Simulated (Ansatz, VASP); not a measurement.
## One calculation of CuNiF4, two programs

```
Cu Ni F
1.0
     0.00000    3.21507    3.21507
     3.21507    0.00000    3.21507
     3.21507    3.21507    0.00000
Cu Ni F
1 1 4
Direct
  0.00000 0.00000 0.00000
  0.25000 0.25000 0.25000
  0.12589 0.62470 0.62470
  0.62470 0.62470 0.62470
  0.62470 0.12589 0.62470
  0.62470 0.62470 0.12589
```

Alike in both runs: functional PBE; k mesh 10 × 10 × 10; occupations gaussian, width 0.1 eV; collinear spin.

Ansatz relaxed the structure, and its values are those at the end. VASP's run is a single point on that final structure, the one shown.

|  | VASP | Ansatz |
| --- | --- | --- |
| version | VASP 6.6.1 | Ansatz 0.2.0 |
| potentials or method | VASP PAW PBE potentials, release 64 (Cu, Ni, F), cutoff 520 eV | scalar-relativistic, plane waves, PAW |
| valence electrons in the cell | 49 | 65 |

```csv
,VASP,Ansatz,Ansatz less VASP
gap on the k mesh at the Fermi level (eV),none,none,-
pressure (GPa),-0.8,0.0,+0.84
rms of the force components (eV/Å),0.067,0.000,-0.0673
net moment per atom (μB),0.52,0.52,-0.001
size of the moment on the site where the two differ most (μB),0.22,0.12,-0.098
```

Site moments also hang on the region over which each program counts them. A gap of «none» marks a metal or a gap that the smearing closes. VASP's potentials hold 49 valence electrons a cell and Ansatz's 65, so a difference there can come from the potentials and not from the codes.
